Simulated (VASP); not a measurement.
Wanted: the native input for a VASP 6.6.1 run.

- Task: single point
- Functional: PBE
- Dispersion: D3(BJ)
- Potentials or basis: VASP PAW PBE potentials, release 64 (Si, O)
- Cutoff: 520 eV
- k mesh: 2 × 2 × 2
- Occupations: fermi-dirac, width 0.05 eV
- Spin: collinear spin, zero start
- Starting moments: [0.0, 0.0, 0.0, 0.0, 0.0, 0.0, 0.0, 0.0, 0.0, 0.0, 0.0, 0.0, 0.0, 0.0, 0.0, 0.0, 0.0] μB
- Dipole correction: no
- Further INCAR settings: LREAL = Auto; ALGO = Normal; EDIFF = 1e-07; NBANDS = 53

The structure of Si16O (a cell with a defect) lies in POSCAR:

```
Si16O
1.0
    0.0000000000      5.4300000000      5.4300000000
    5.4300000000      0.0000000000      5.4300000000
    5.4300000000      5.4300000000      0.0000000000
Si O
16 1
Direct
    0.1297790055     -0.0744383057     -0.1180662983
    0.1722191529      0.0383333333      0.1557550645
   -0.0419613260      0.0716298343      0.6249631676
    0.1867955801      0.2680847145      0.6420994475
   -0.0161602210      0.4401197053      0.0389410681
    0.2250828729      0.5675690608      0.0460036832
   -0.0125598527      0.5773480663      0.3586187845
    0.0256813996      0.8007274401      0.5309484346
    0.4893278085     -0.0434162063      0.1767863720
    0.7788121547      0.0785911602      0.0738397790
    0.5070165746      0.0142909761      0.4896316759
    0.5795856354      0.0884806630      0.7863996317
    0.5862338858      0.4670257827     -0.1421823204
    0.6236464088      0.5424493554      0.1292633517
    0.3501012891      0.4745580110      0.5232320442
    0.6522099448      0.6100736648      0.4706261510
    0.5971362799      0.8985359116      0.7062338858
```

One way to write it, as run:

INCAR

```
SYSTEM = Si16O
PREC = Accurate ; ENCUT = 520
EDIFF = 1E-7 ; ISMEAR = -1
SIGMA = 0.05 ; LREAL = Auto
LASPH = .True. ; NELM = 150
ALGO = Normal ; ISIF = 2
LWAVE = .False. ; LCHARG = .True.
ISPIN = 2 ; MAGMOM = 0 0 0 0 0 0 0 0 0 0 0 0 0 0 0 0 0
LORBIT = 11 ; GGA = PE
IVDW = 12 ; LELF = .True.
LVHAR = .True. ; NBANDS = 53
```

KPOINTS

```
regular mesh
0
Gamma
  2 2 2
  0 0 0
```

Potentials or basis: VASP PAW PBE potentials, release 64 (Si, O).

Launch:

```console
$ cat potpaw_PBE.64/Si/POTCAR potpaw_PBE.64/O/POTCAR > POTCAR
$ mpirun -np 1 vasp_std > vasp.out
```

It gave:

| Item | Value |
| --- | --- |
| Pressure | -1.2 GPa |
| Largest force | 4.809 eV/Å |
| Band gap on the k mesh | zero (filled and empty bands overlap) |
| Net moment | 0.00 μB per cell |
| Valence electrons inside the program's atomic spheres | Si 1.65, 1.58, 1.62, 1.67, 1.71, 1.59, 1.57, 1.53, 1.54, 1.55, 1.63, 1.60 (each value once); O 5.05 |
| Dispersion energy per atom | -0.328 eV |

Caveat: the k points lie up to 0.50 Å⁻¹ apart.

It took 5.4 min on 1 thread of Intel(R) Xeon(R) 6975P-C (Granite Rapids) (shared host), peak memory 0.71 GiB.
